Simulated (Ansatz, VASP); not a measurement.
**LaTe in VASP and in Ansatz**

INCAR

```
PREC = Accurate ; ENCUT = 520
EDIFF = 1E-6 ; ISMEAR = -1
SIGMA = 0.08 ; LREAL = F
LASPH = T ; NELM = 80
ALGO = Normal ; ISIF = 2
LWAVE = F ; LCHARG = F
GGA = CA ; NBANDS = 16
```

Contents of KPOINTS:

```
Automatic mesh
0
Gamma
  10 10 10
```

POSCAR

```
LaTe
1.0
    0.0000000000      3.1894490151      3.1894490151
    3.1894490151      0.0000000000      3.1894490151
    3.1894490151      3.1894490151      0.0000000000
La Te
1 1
Direct
    0.0000000000      0.0000000000      0.0000000000
    0.5000000000      0.5000000000      0.5000000000
```

Input for Ansatz:

```yaml
crystal:
  lattice:
    - [0.0, 3.1894490151, 3.1894490151]
    - [3.1894490151, 0.0, 3.1894490151]
    - [3.1894490151, 3.1894490151, 0.0]
  atoms:
    - { symbol: La, position: [0.0, 0.0, 0.0] }
    - { symbol: Te, position: [0.5, 0.5, 0.5] }
kpoints:
  mp_grid: { grid: [10, 10, 10] }
  band_path:
    path:
      - [0.0, 0.0, 0.0]
      - [0.5, 0.0, 0.5]
      - [0.625, 0.25, 0.625]
      - [0.375, 0.375, 0.75]
      - [0.0, 0.0, 0.0]
      - [0.5, 0.5, 0.5]
      - [0.5, 0.25, 0.75]
      - [0.5, 0.0, 0.5]
    npoints: 5
scf:
  occupations: { method: fermi_dirac, width: 0.08 }
hamiltonian:
  xc: lda
  pseudopotentials: { kind: all_electron, lapw: { basis_error: 0.001 } }
output:
  forces: true
  stress: true
  eigenvalues: true
```

Change from the starting cell: volume scaled by 0.98.

Alike in both runs: task single point; functional LDA; k mesh 10 × 10 × 10; occupations fermi-dirac, width 0.08 eV; no spin polarisation.

|  | VASP | Ansatz |
| --- | --- | --- |
| version | VASP 6.6.1 | Ansatz 0.2.0 |
| potentials or method | VASP PAW LDA potentials, release 64 (La, Te), cutoff 520 eV | all-electron LAPW, scalar-relativistic |

VASP gave:

| Item | Value |
| --- | --- |
| pressure (GPa) | -0.9 |

Task: Estimate Ansatz's values.

Result: Pressure (GPa): -1.0.

LDA's correlation is that of Perdew and Zunger in VASP and of Perdew and Wang (1992) in Ansatz. Ansatz ran all-electron here, and VASP with PAW potentials.

Spin-orbit coupling is off throughout.
